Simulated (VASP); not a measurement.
Here is a VASP 6.6.1 calculation.

INCAR

```
PREC = Accurate
ENCUT = 520
EDIFF = 1E-7
ISMEAR = -1
SIGMA = 0.01
LREAL = Auto
LASPH = True
NELM = 100
ALGO = Normal
ISIF = 2
LWAVE = False
LCHARG = True
GGA = PE
LELF = True
LVHAR = True
NBANDS = 201
```

File KPOINTS:

```
Automatic mesh
0
Gamma
  3 3 3
```

Contents of POSCAR:

```
YIn15O24
1.0
   -5.4870000000     -3.1679209270      4.8366666667
    5.4870000000     -3.1679209270      4.8366666667
    0.0000000000      6.3358418540      4.8366666667
Y In O
1 15 24
Direct
    0.3573100000      0.3573100000      0.3573100000
    0.8573100000      0.8573100000      0.3573100000
    0.8573100000      0.3573100000      0.8573100000
    0.3573100000      0.8573100000      0.8573100000
    0.1426900000      0.1426900000      0.1426900000
    0.6426900000      0.6426900000      0.1426900000
    0.6426900000      0.1426900000      0.6426900000
    0.1426900000      0.6426900000      0.6426900000
    0.6426900000      0.6426900000      0.6426900000
    0.1426900000      0.1426900000      0.6426900000
    0.1426900000      0.6426900000      0.1426900000
    0.6426900000      0.1426900000      0.1426900000
    0.8573100000      0.8573100000      0.8573100000
    0.3573100000      0.3573100000      0.8573100000
    0.3573100000      0.8573100000      0.3573100000
    0.8573100000      0.3573100000      0.3573100000
    0.6010000000      0.3990000000      0.7500000000
    0.1010000000      0.8990000000      0.7500000000
    0.1010000000      0.3990000000      0.2500000000
    0.6010000000      0.8990000000      0.2500000000
    0.7500000000      0.6010000000      0.3990000000
    0.2500000000      0.1010000000      0.3990000000
    0.2500000000      0.6010000000      0.8990000000
    0.7500000000      0.1010000000      0.8990000000
    0.3990000000      0.7500000000      0.6010000000
    0.8990000000      0.2500000000      0.6010000000
    0.8990000000      0.7500000000      0.1010000000
    0.3990000000      0.2500000000      0.1010000000
    0.3990000000      0.6010000000      0.2500000000
    0.8990000000      0.1010000000      0.2500000000
    0.8990000000      0.6010000000      0.7500000000
    0.3990000000      0.1010000000      0.7500000000
    0.2500000000      0.3990000000      0.6010000000
    0.7500000000      0.8990000000      0.6010000000
    0.7500000000      0.3990000000      0.1010000000
    0.2500000000      0.8990000000      0.1010000000
    0.6010000000      0.2500000000      0.3990000000
    0.1010000000      0.7500000000      0.3990000000
    0.1010000000      0.2500000000      0.8990000000
    0.6010000000      0.7500000000      0.8990000000
```

Potentials or basis: VASP PAW PBE potentials, release 64 (Y_sv, In_d, O).

The run is started by

```sh
$ cat potpaw_PBE.64/Y_sv/POTCAR potpaw_PBE.64/In_d/POTCAR potpaw_PBE.64/O/POTCAR > POTCAR
$ mpirun -np 1 vasp_std > vasp.out
```

(1) Predict the largest force.

(2) Estimate the pressure.

(3) What does it give for the band gap on the k mesh?

Answers

(1) 1.122 eV/Å.

(2) 10.5 GPa.

(3) 1.55 eV.

Caveat: spin-orbit coupling is left out, which moves the levels of the heavy elements.
